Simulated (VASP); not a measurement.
# C (Cmme) in VASP: notebook, part 2 of 3

VASP 6.6.1.

## (4) Single point, PBEsol

This run uses another cell than the first one, of 9.12 Å³/atom.

File INCAR:

```
SYSTEM = C
PREC = Accurate
ENCUT = 520
EDIFF = 1E-6
ISMEAR = -1
SIGMA = 0.15
LREAL = .FALSE.
LASPH = .TRUE.
NELM = 100
ALGO = Normal
ISIF = 2
LWAVE = .FALSE.
LCHARG = .FALSE.
GGA = PS
NBANDS = 16
```

File KPOINTS:

```
regular mesh
0
G
  11 11 4
  0 0 0
```

File POSCAR:

```
C
1.0
    1.2170355053     -2.1079822010      0.0000000000
    1.2170355053      2.1079822010      0.0000000000
    0.0000000000      0.0000000000      7.1089322742
C
4
Direct
    0.0833800000      0.9166200000      0.7531400000
    0.5833800000      0.4166200000      0.2468600000
    0.9166200000      0.0833800000      0.2468600000
    0.4166200000      0.5833800000      0.7531400000
```

Potentials or basis: VASP PAW PBE potentials, release 64 (C).

Launch:

```
$ cat potpaw_PBE.64/C/POTCAR > POTCAR
$ mpirun -np 1 vasp_std > vasp.out
```

OUTCAR:

```text
SYSTEM = C
   PREC = Accurate
   ENCUT = 520
   EDIFF = 1E-6
   ISMEAR = -1
   LREAL = .FALSE.
   LASPH = .TRUE.
   NELM = 100
   ISIF = 2
   GGA = PS

 ion  position               nearest neighbor table
   1  0.083  0.917  0.753-   4 1.40   4 1.41   4 1.41
   2  0.583  0.417  0.247-   3 1.40   3 1.41   3 1.41
   3  0.917  0.083  0.247-   2 1.40   2 1.41   2 1.41
   4  0.417  0.583  0.753-   1 1.40   1 1.41   1 1.41

  LATTYP: Found a hexagonal cell.
 ALAT       =     2.4340838895
 C/A-ratio  =     2.9205781711

  Lattice vectors:

 A1 = (   1.2170355053,  -2.1079822010,   0.0000000000)
 A2 = (   1.2170355053,   2.1079822010,   0.0000000000)
 A3 = (   0.0000000000,   0.0000000000,   7.1089322742)

Analysis of symmetry for initial positions (statically):
=====================================================================
 Subroutine PRICEL returns:
 Original cell was already a primitive cell.

 Routine SETGRP: Setting up the symmetry group for a
 hexagonal supercell.

 Subroutine GETGRP returns: Found  8 space group operations
 (whereof  4 operations were pure point group operations)
 out of a pool of 24 trial point group operations.

The static configuration has the point symmetry C_2h.
 The point group associated with its full space group is D_2h.

Analysis of symmetry for dynamics (positions and initial velocities):
=====================================================================
 Subroutine PRICEL returns:
 Original cell was already a primitive cell.

 Routine SETGRP: Setting up the symmetry group for a
 hexagonal supercell.

 Subroutine GETGRP returns: Found  8 space group operations
 (whereof  4 operations were pure point group operations)
 out of a pool of 24 trial point group operations.

The dynamic configuration has the point symmetry C_2h.
 The point group associated with its full space group is D_2h.

 Subroutine INISYM returns: Found  8 space group operations
[... 121 lines left out ...]
     AMIX_MAG =   1.60;   BMIX_MAG =  1.00
  volume/ion in A,a.u.               =       9.12        61.54
  Fermi-wavevector in a.u.,A,eV,Ry     =   1.243884  2.350600 21.051588  1.547248
  Thomas-Fermi vector in A             =   2.378175
   LORBIT       =      0    0 simple, 1 ext, 2 COOP (PROOUT), +10 PAW based schemes
   GGA     = PS    functional components
   LHFCALC =     F    Hartree Fock is set to
   AEXX    =    0.0000 exact exchange contribution
   IVDW    =     0    specifies the selected vdW correction
   LEPSILON=     F    determine dielectric tensor
   LRPA    =     F    only Hartree local field effects (RPA)
 non-spin polarized calculation
  energy-cutoff  :      520.00
  volume of cell :       36.48
 maximum number of plane-waves:      1002
 NGX is ok and might be reduce to    18
   NGX =  9   NGY =  9   NGZ = 27

 number of electron      15.9999998 magnetization

 Free energy of the ion-electron system (eV)
  ---------------------------------------------------
  ext. energy  EPLUGINS =         0.00000000
  ---------------------------------------------------
  free energy    TOTEN  =       -38.54475986 eV

  energy without entropy =      -38.54188761  energy(sigma->0) =      -38.54332374

 E-fermi :   4.3789     XC(G=0): -10.2094

 val. band max:        4.0541392120   @ k =   0.3636   0.3636   0.0000
 cond. band min:       4.9745589790   @ k =   0.3636   0.2727   0.0000
 fundamental gap:      0.9204197670
 Fermi energy:         4.3789350631

 k-point     1 :       0.0000    0.0000    0.0000
  band No.  band energies     occupation
      1     -15.5412      2.00000
      2     -15.3489      2.00000
      3      -4.2695      2.00000
      4      -2.7984      2.00000
      5       1.3564      2.00000
      6       1.3627      2.00000
[... 433 lines left out ...]
      3      -9.0621      2.00000
      4      -8.9561      2.00000
      5      -2.8056      2.00000
      6      -2.7654      2.00000
[... 8 lines left out ...]
     15      17.1364      0.00000
     16      19.9327      0.00000

 [... further k-points ...]

------------------------ aborting loop because EDIFF is reached ----------------------------------------

  FORCE on cell =-STRESS in cart. coord.  units (eV):
  Direction    XX          YY          ZZ          XY          YZ          ZX
  --------------------------------------------------------------------------------------
  -------------------------------------------------------------------------------------
  Total        3.0843605      3.1064815      0.0704322      0.0000000     -0.0000000      0.0000000
  in kB      135.4787436    136.4503933      3.0936915      0.0000000     -0.0000000      0.0000000
  external PRESSURE =      91.6742761 kB  Pullay stress =       0.0000000 kB

 VOLUME and BASIS-vectors are now :
 -----------------------------------------------------------------------------
  energy-cutoff  :      520.00
  volume of cell :       36.48
      direct lattice vectors                 reciprocal lattice vectors
     1.217035505 -2.107982201  0.000000000     0.410834358 -0.237193654  0.000000000
     1.217035505  2.107982201  0.000000000     0.410834358  0.237193654  0.000000000
     0.000000000  0.000000000  7.108932274     0.000000000  0.000000000  0.140668101

 POSITION                                       TOTAL-FORCE (eV/Angst)
 -----------------------------------------------------------------------------------
      1.21704      1.75646      5.35402         0.000000      0.039936     -0.005492
      1.21704     -0.35153      1.75491         0.000000      0.039936      0.005492
      1.21704     -1.75646      1.75491         0.000000     -0.039936      0.005492
      1.21704      0.35153      5.35402         0.000000     -0.039936     -0.005492
 -----------------------------------------------------------------------------------
    total drift:                               -0.000000      0.000000     -0.000000

  FREE ENERGIE OF THE ION-ELECTRON SYSTEM (eV)
  ---------------------------------------------------
  free  energy   TOTEN  =       -38.5447598634 eV

  energy  without entropy=      -38.5418876140  energy(sigma->0) =      -38.54332374
```

OSZICAR:

```text
N       E                     dE             d eps       ncg     rms          rms(c)
DAV:   1     0.350081403599E+02    0.35008E+02   -0.79376E+03  3464   0.920E+02
DAV:   2    -0.383630994129E+02   -0.73371E+02   -0.66696E+02  4800   0.190E+02
DAV:   3    -0.411891663775E+02   -0.28261E+01   -0.28110E+01  4568   0.353E+01
DAV:   4    -0.412128013385E+02   -0.23635E-01   -0.23624E-01  4304   0.387E+00
DAV:   5    -0.412131652464E+02   -0.36391E-03   -0.36388E-03  4472   0.456E-01    0.944E+00
DAV:   6    -0.391851532267E+02    0.20280E+01   -0.13721E+00  4080   0.736E+00    0.547E+00
DAV:   7    -0.385382772738E+02    0.64688E+00   -0.16710E+00  4208   0.823E+00    0.145E+00
DAV:   8    -0.385461646754E+02   -0.78874E-02   -0.78065E-02  4136   0.168E+00    0.313E-01
DAV:   9    -0.385445627394E+02    0.16019E-02   -0.22528E-03  4280   0.324E-01    0.110E-01
DAV:  10    -0.385447665596E+02   -0.20382E-03   -0.82808E-04  3808   0.174E-01    0.810E-02
DAV:  11    -0.385447587926E+02    0.77670E-05   -0.29203E-05  4584   0.350E-02    0.179E-02
DAV:  12    -0.385447598604E+02   -0.10678E-05   -0.14909E-06  3984   0.910E-03    0.480E-03
DAV:  13    -0.385447598634E+02   -0.29997E-08   -0.43559E-07  3280   0.528E-03
   1 F= -.38544760E+02 E0= -.38543324E+02  d E =-.287225E-02
```

stdout:

```text
POSCAR found type information on POSCAR C
 POSCAR found :  1 types and       4 ions
 scaLAPACK will be used
 -----------------------------------------------------------------------------
|                                                                             |
|                                                                             |
|     You enforced a specific xc type in the INCAR file but a different       |
|     I HOPE YOU KNOW WHAT YOU ARE DOING!                                     |
|                                                                             |
 -----------------------------------------------------------------------------

 LDA part: xc-table for (Slater+PW92), standard interpolation
 POSCAR, INCAR and KPOINTS ok, starting setup
 FFT: planning ... GRIDC
 FFT: planning ... GRID_SOFT
 FFT: planning ... GRID
 WAVECAR not read
 entering main loop
```

Wall time 46 s (1 thread of AMD EPYC 7R43 (Zen 3), shared host); peak memory 0.13 GiB.

Results:

| Property | Result |
| --- | --- |
| Free energy | -38.5448 eV |
| Pressure | 9.2 GPa |
| Largest force | 0.040 eV/Å |

Forces in eV/Å, atoms in the order of the input:
```
C    0.000  0.040 -0.005
C    0.000  0.040  0.005
C    0.000 -0.040  0.005
C    0.000 -0.040 -0.005
```

Caveat: the cell stands under pressure; this functional lacks dispersion, which binds the layers, so the pressure and a relaxed spacing across them are unreliable; the PAW data sets were made with another functional, which shifts forces and pressure a little.

[end of part 2 of 3]
